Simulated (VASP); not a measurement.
# SrY2SnS4 (I-42m) in VASP: single point with PBE

Aim: the single point of SrY2SnS4 with PBE.

All numbers are computed with VASP 6.6.1; they aren't measurements. Logs are shortened: lines on timing, memory, paths and dates and some standing lists are left out, and cuts for length are marked.

**1. The cell of the first run**

It takes space group I-42m (No. 121, tetragonal). The conventional cell has a = 7.024 Å, b = 7.024 Å, c = 8.352 Å, α = 90.00°, β = 90.00°, γ = 90.00°. Sn (site symmetry -42m) has 4 S at 2.50 Å within 3.3 Å. Within 4.3 Å of Sr (site symmetry -42m) lie 8 S at 3.25 to 3.43 Å and 8 Y at 4.09 Å and 2 Sn at 4.18 Å. Y (site symmetry -4) has 4 S at 2.60 Å within 3.4 Å. S (site symmetry m) has 1 Sn at 2.50 Å and 2 Y at 2.60 Å and 2 Sr at 3.25 to 3.43 Å within 3.5 Å.

**2. Single point, PBE**

File INCAR:

```
SYSTEM = SrY2SnS4
ALGO = Normal
EDIFF = 1E-6
ENCUT = 520
GGA = PE
ISIF = 2
ISMEAR = -1
LASPH = .True.
LCHARG = .True.
LELF = .True.
LREAL = .False.
LVHAR = .True.
LWAVE = .False.
NBANDS = 45
NELM = 80
PREC = Accurate
SIGMA = 0.1
```

File KPOINTS:

```
k-points
0
Gamma
  7 7 7
  0 0 0
```

File POSCAR:

```
SrY2SnS4
1.0
   -3.5121170000      3.5121170000      4.1761440000
    3.5121170000     -3.5121170000      4.1761440000
    3.5121170000      3.5121170000     -4.1761440000
Sn Sr Y S
1 1 2 4
Direct
    0.0000000000      0.0000000000      0.0000000000
    0.5000000000      0.5000000000      0.0000000000
    0.2500000000      0.7500000000      0.5000000000
    0.7500000000      0.2500000000      0.5000000000
    0.0352600000      0.0352600000      0.4132000000
    0.9647400000      0.3779400000      0.0000000000
    0.6220600000      0.6220600000      0.5868000000
    0.3779400000      0.9647400000      0.0000000000
```

Potentials or basis: VASP PAW PBE potentials, release 64 (Sn_d, Sr_sv, Y_sv, S).

Run with:

```sh
> cat potpaw_PBE.64/Sn_d/POTCAR potpaw_PBE.64/Sr_sv/POTCAR potpaw_PBE.64/Y_sv/POTCAR potpaw_PBE.64/S/POTCAR > POTCAR
> mpirun -np 1 vasp_std > vasp.out
```

OUTCAR:

```text
SYSTEM = SrY2SnS4
   EDIFF = 1E-6
   ENCUT = 520
   GGA = PE
   ISIF = 2
   ISMEAR = -1
   LASPH = .True.
   LREAL = .False.
   NELM = 80
   PREC = Accurate

 ion  position               nearest neighbor table
   1  0.000  0.000  0.000-   7 2.50   5 2.50   6 2.50   8 2.50   2 4.18   2 4.18
   2  0.500  0.500  0.000-   7 3.25   6 3.25   8 3.25   5 3.25   5 3.43   7 3.43   8 3.43   6 3.43
                             3 4.09   3 4.09   4 4.09   4 4.09   4 4.09   3 4.09   3 4.09   4 4.09
   3  0.250  0.750  0.500-   5 2.60   7 2.60   8 2.60   6 2.60   2 4.09   2 4.09   2 4.09   2 4.09
                             4 4.18   4 4.18
   4  0.750  0.250  0.500-   5 2.60   6 2.60   7 2.60   8 2.60   2 4.09   2 4.09   2 4.09   2 4.09
                             3 4.18   3 4.18
   5  0.035  0.035  0.413-   1 2.50   3 2.60   4 2.60   2 3.25   2 3.43
   6  0.965  0.378  0.000-   1 2.50   3 2.60   4 2.60   2 3.25   2 3.43
   7  0.622  0.622  0.587-   1 2.50   3 2.60   4 2.60   2 3.25   2 3.43
   8  0.378  0.965  0.000-   1 2.50   4 2.60   3 2.60   2 3.25   2 3.43

  LATTYP: Found a body centered tetragonal cell.
 ALAT       =     7.0242340000
 C/A-ratio  =     1.1890674485

  Lattice vectors:

 A1 = (  -3.5121170000,   3.5121170000,   4.1761440000)
 A2 = (   3.5121170000,  -3.5121170000,   4.1761440000)
 A3 = (   3.5121170000,   3.5121170000,  -4.1761440000)

Analysis of symmetry for initial positions (statically):
=====================================================================
 Subroutine PRICEL returns:
 Original cell was already a primitive cell.

 Routine SETGRP: Setting up the symmetry group for a
 body centered tetragonal supercell.

 Subroutine GETGRP returns: Found  8 space group operations
 (whereof  8 operations were pure point group operations)
 out of a pool of 16 trial point group operations.

The static configuration has the point symmetry D_2d.

Analysis of symmetry for dynamics (positions and initial velocities):
=====================================================================
 Subroutine PRICEL returns:
 Original cell was already a primitive cell.

 Routine SETGRP: Setting up the symmetry group for a
 body centered tetragonal supercell.

 Subroutine GETGRP returns: Found  8 space group operations
 (whereof  8 operations were pure point group operations)
 out of a pool of 16 trial point group operations.

The dynamic configuration has the point symmetry D_2d.

 Subroutine INISYM returns: Found  8 space group operations
 (whereof  8 operations are pure point group operations),
 and found     1 'primitive' translations

----------------------------------------------------------------------------------------

                                     Primitive cell

  volume of cell :     206.0504

  direct lattice vectors                    reciprocal lattice vectors
    -3.512117000  3.512117000  4.176144000     0.000000000  0.142364278  0.119727672
     3.512117000 -3.512117000  4.176144000     0.142364278  0.000000000  0.119727672
     3.512117000  3.512117000 -4.176144000     0.142364278  0.142364278  0.000000000

  length of vectors
     6.489230336  6.489230336  6.489230336     0.186016943  0.186016943  0.201333492

  position of ions in fractional coordinates (direct lattice)
     0.000000000  0.000000000  0.000000000
     0.500000000  0.500000000  0.000000000
     0.250000000  0.750000000  0.500000000
     0.750000000  0.250000000  0.500000000
     0.035260000  0.035260000  0.413200000
     0.964740000  0.377940000  0.000000000
     0.622060000  0.622060000  0.586800000
     0.377940000  0.964740000  0.000000000

  ion indices of the primitive-cell ions
   primitive index   ion index
                 1           1
                 2           2
                 3           3
                 4           4
                 5           5
                 6           6
                 7           7
                 8           8

----------------------------------------------------------------------------------------

 KPOINTS: k-points

Automatic generation of k-mesh.
 Grid dimensions read from file:
 generate k-points for:    7    7    7

 Generating k-lattice:

  Cartesian coordinates                     Fractional coordinates (reciprocal lattice)
     0.000000000  0.020337754  0.017103953     0.142857143  0.000000000  0.000000000
     0.020337754  0.000000000  0.017103953     0.000000000  0.142857143  0.000000000
     0.020337754  0.020337754  0.000000000     0.000000000  0.000000000  0.142857143

  Length of vectors
     0.026573849  0.026573849  0.028761927

  Shift w.r.t. Gamma in fractional coordinates (k-lattice)
     0.000000000  0.000000000  0.000000000

 Subroutine IBZKPT returns following result:
 ===========================================

 Found     40 irreducible k-points:

 Following reciprocal coordinates:
            Coordinates               Weight
  0.000000  0.000000  0.000000      1.000000
  0.142857  0.000000  0.000000      8.000000
  0.285714  0.000000 -0.000000      8.000000
  0.428571  0.000000 -0.000000      8.000000
  0.142857  0.142857  0.000000      8.000000
  0.285714  0.142857  0.000000     16.000000
[... 16 lines left out ...]
 -0.142857  0.285714  0.142857      8.000000
 -0.428571  0.428571  0.142857      8.000000
 [... further k-points ...]
   k-points           NKPTS =     40   k-points in BZ     NKDIM =     40   number of bands    NBANDS=     45
   number of dos      NEDOS =    301   number of ions     NIONS =      8
   total plane-waves  NPLWV = 110592
   dimension x,y,z NGX =    48 NGY =   48 NGZ =   48
   dimension x,y,z NGXF=    96 NGYF=   96 NGZF=   96
   ions per type =               1   1   2   4
   NGX,Y,Z   is equivalent  to a cutoff of  12.30, 12.30, 12.30 a.u.
   NGXF,Y,Z  is equivalent  to a cutoff of  24.59, 24.59, 24.59 a.u.
 SYSTEM =  SrY2SnS4
   PREC   = accura    normal or accurate (medium, high low for compatibility)
   ISTART =      0    job   : 0-new  1-cont  2-samecut
   ICHARG =      2    charge: 1-file 2-atom 10-const
   ISPIN  =      1    spin polarized calculation?
   LNONCOLLINEAR =      F non collinear calculations
   LSORBIT =      F    spin-orbit coupling
   LASPH  =      T    aspherical Exc in radial PAW
   ENCUT  =  520.0 eV  38.22 Ry    6.18 a.u.  12.07 12.07 12.07*2*pi/ulx,y,z
   NELM   =     80;   NELMIN=  2; NELMDL= -5     # of ELM steps
   EDIFF  = 0.1E-05   stopping-criterion for ELM
   LREAL  =      F    real-space projection
   EDIFFG = 0.1E-04   stopping-criterion for IOM
   NSW    =      0    number of steps for IOM
   IBRION =     -1    ionic relax: 0-MD 1-quasi-New 2-CG
   NFREE  =      0    steps in history (QN), initial steepest desc. (CG)
   ISIF   =      2    stress and relaxation
   ISYM   =      2    0-nonsym 1-usesym 2-fastsym
   POTIM  = 0.5000    time-step for ionic-motion
   TEBEG  =    0.0;   TEEND  =   0.0 temperature during run
   PSTRESS=    0.0 pullay stress
   NELECT =      70.0000    total number of electrons
   NUPDOWN=      -1.0000    fix difference up-down
   EMIN   =  10.00;   EMAX   =-10.00  energy-range for DOS
   EFERMI =   0.00;   METHOD = LEGACY
   ISMEAR =    -1;   SIGMA  =   0.10  broadening in eV -4-tet -1-fermi 0-gaus
   EFERMI_NEDOS =   21; number of points for ismear=-14 and -15
   IALGO  =     38    algorithm
   IMIX   =      4    mixing-type and parameters
     AMIX     =   0.40;   BMIX     =  1.00
     AMIX_MAG =   1.60;   BMIX_MAG =  1.00
  volume/ion in A,a.u.               =      25.76       173.81
  Fermi-wavevector in a.u.,A,eV,Ry     =   1.142308  2.158648 17.753787  1.304867
  Thomas-Fermi vector in A             =   2.279006
   LORBIT       =      0    0 simple, 1 ext, 2 COOP (PROOUT), +10 PAW based schemes
   GGA     = PE    functional components
   LHFCALC =     F    Hartree Fock is set to
   AEXX    =    0.0000 exact exchange contribution
   IVDW    =     0    specifies the selected vdW correction
   LEPSILON=     F    determine dielectric tensor
   LRPA    =     F    only Hartree local field effects (RPA)
 non-spin polarized calculation
  energy-cutoff  :      520.00
  volume of cell :      206.05
 maximum number of plane-waves:      5589
   NGX = 25   NGY = 25   NGZ = 25

 number of electron      70.0000004 magnetization

 Free energy of the ion-electron system (eV)
  ---------------------------------------------------
  ext. energy  EPLUGINS =         0.00000000
  ---------------------------------------------------
  free energy    TOTEN  =       -43.92764854 eV

  energy without entropy =      -43.80397419  energy(sigma->0) =      -43.86581137

 E-fermi :   5.5087     XC(G=0):  -9.3634

 val. band max:        5.5079901564   @ k =   0.4286   0.1429  -0.0000
 cond. band min:       5.5386827759   @ k =   0.4286   0.0000  -0.0000
 fundamental gap:      0.0306926195
 Fermi energy:         5.5086563964

 k-point     1 :       0.0000    0.0000    0.0000
  band No.  band energies     occupation
      1     -37.7996      2.00000
      2     -37.7956      2.00000
      3     -31.2922      2.00000
      4     -17.9904      2.00000
      5     -17.9904      2.00000
      6     -17.9370      2.00000
[... 37 lines left out ...]
     44       8.0572      0.00000
     45       8.6540      0.00000

 k-point     2 :       0.1429    0.0000    0.0000
  band No.  band energies     occupation
      1     -37.7994      2.00000
      2     -37.7958      2.00000
      3     -31.2922      2.00000
      4     -17.9880      2.00000
      5     -17.9878      2.00000
      6     -17.9398      2.00000
[... 37 lines left out ...]
     44       8.2760      0.00000
     45       8.4455      0.00000

 k-point     3 :       0.2857    0.0000   -0.0000
  band No.  band energies     occupation
      1     -37.7989      2.00000
      2     -37.7964      2.00000
      3     -31.2922      2.00000
      4     -17.9810      2.00000
      5     -17.9805      2.00000
      6     -17.9477      2.00000
[... 997 lines left out ...]
     44       8.0937      0.00000
     45       8.4922      0.00000

 k-point    24 :      -0.4286    0.4286    0.1429
  band No.  band energies     occupation
      1     -37.7989      2.00000
      2     -37.7963      2.00000
      3     -31.2922      2.00000
      4     -17.9967      2.00000
      5     -17.9802      2.00000
      6     -17.9477      2.00000
[... 37 lines left out ...]
     44       8.0455      0.00000
     45       8.4760      0.00000

 [... further k-points ...]

------------------------ aborting loop because EDIFF is reached ----------------------------------------

  FORCE on cell =-STRESS in cart. coord.  units (eV):
  Direction    XX          YY          ZZ          XY          YZ          ZX
  --------------------------------------------------------------------------------------
  -------------------------------------------------------------------------------------
  Total       11.4484703     11.4484703      4.0719668      0.0000000      0.0000000      0.0000000
  in kB       89.0193949     89.0193949     31.6622232      0.0000000      0.0000000      0.0000000
  external PRESSURE =      69.9003377 kB  Pullay stress =       0.0000000 kB

 VOLUME and BASIS-vectors are now :
 -----------------------------------------------------------------------------
  energy-cutoff  :      520.00
  volume of cell :      206.05
      direct lattice vectors                 reciprocal lattice vectors
    -3.512117000  3.512117000  4.176144000     0.000000000  0.142364278  0.119727672
     3.512117000 -3.512117000  4.176144000     0.142364278  0.000000000  0.119727672
     3.512117000  3.512117000 -4.176144000     0.142364278  0.142364278  0.000000000

 POSITION                                       TOTAL-FORCE (eV/Angst)
 -----------------------------------------------------------------------------------
      0.00000      0.00000      0.00000        -0.000000      0.000000     -0.000000
      0.00000      0.00000      4.17614        -0.000000      0.000000     -0.000000
      3.51212      0.00000      2.08807        -0.000000      0.000000     -0.000000
      0.00000      3.51212      2.08807        -0.000000      0.000000     -0.000000
      1.45121      1.45121     -1.43108         0.937585      0.937585     -0.954455
     -2.06091      2.06091      5.60723         0.937585     -0.937585      0.954455
      2.06091      2.06091      2.74506        -0.937585     -0.937585     -0.954455
      2.06091     -2.06091      5.60723        -0.937585      0.937585      0.954455
 -----------------------------------------------------------------------------------
    total drift:                               -0.000000     -0.000000     -0.000001

  FREE ENERGIE OF THE ION-ELECTRON SYSTEM (eV)
  ---------------------------------------------------
  free  energy   TOTEN  =       -43.9276485370 eV

  energy  without entropy=      -43.8039741939  energy(sigma->0) =      -43.86581137
```

Wall time 16 min (1 thread of AMD EPYC, shared host); peak memory 0.55 GiB.

What came out:

```yaml
Free_energy: -43.9276 eV
Pressure: 7.0 GPa
Largest_force: 1.634 eV/Å
Band_gap_on_the_k_mesh: zero (bands 35 and 36 overlap by 0.27 eV)
```

Forces in eV/Å, atoms in the order of the input:
```
Sn   0.000  0.000  0.000
Sr   0.000  0.000  0.000
Y    0.000  0.000  0.000
Y    0.000  0.000  0.000
S    0.938  0.938 -0.954
S    0.938 -0.938  0.954
S   -0.938 -0.938 -0.954
S   -0.938  0.938  0.954
```

Levels at points of the mesh, in eV from the Fermi level:
| k point | band 32 | band 33 | band 34 | band 35 | band 36 | band 37 | band 38 | band 39 |
| --- | --- | --- | --- | --- | --- | --- | --- | --- |
| (0.00, 0.00, 0.00) | -3.51 | -3.51 | -1.08 | -0.20 | -0.11 | 0.67 | 1.73 | 1.76 |

Caveat: the cell stands under pressure; spin-orbit coupling is left out, which moves the levels of the heavy elements; forces of over 1 eV/Å act on the atoms, so gaps and moduli don't describe the material at rest.
